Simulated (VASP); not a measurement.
Here is a VASP 6.6.1 calculation.

The input INCAR:

```
PREC     = Accurate       # precision mode
ENCUT    = 520            # plane-wave cutoff, eV
EDIFF    = 1E-6           # SCF threshold, eV
ISMEAR   = 0              # smearing method
SIGMA    = 0.1            # smearing width, eV
LREAL    = False          # projectors in reciprocal space
LASPH    = True           # aspherical terms in the spheres
NELM     = 80             # most SCF steps
ALGO     = Normal         # electronic algorithm
ISIF     = 2              # what is computed and relaxed
LWAVE    = False          # write WAVECAR
LCHARG   = True           # write CHGCAR
GGA      = PS             # functional
LELF     = True           # ELF
LVHAR    = True         
NBANDS   = 14             # bands
```

The input KPOINTS:

```
regular mesh
0
Gamma
  14 14 14
```

File POSCAR:

```
TiAl
1.0
    3.1562954285      0.0000000000      0.0000000000
    0.0000000000      3.1562954285      0.0000000000
    0.0000000000      0.0000000000      3.1562954285
Ti Al
1 1
Direct
    0.5000000000      0.5000000000      0.5000000000
    0.0000000000      0.0000000000      0.0000000000
```

Potentials or basis: VASP PAW PBE potentials, release 64 (Ti_sv, Al).

Launch:

```sh
$ cat potpaw_PBE.64/Ti_sv/POTCAR potpaw_PBE.64/Al/POTCAR > POTCAR
$ mpirun -np 1 vasp_std > vasp.out
```

(1) Estimate the pressure.

## Answers

(1) 0.0 GPa.

Caveat: the PAW data sets were made with another functional, which shifts forces and pressure a little.
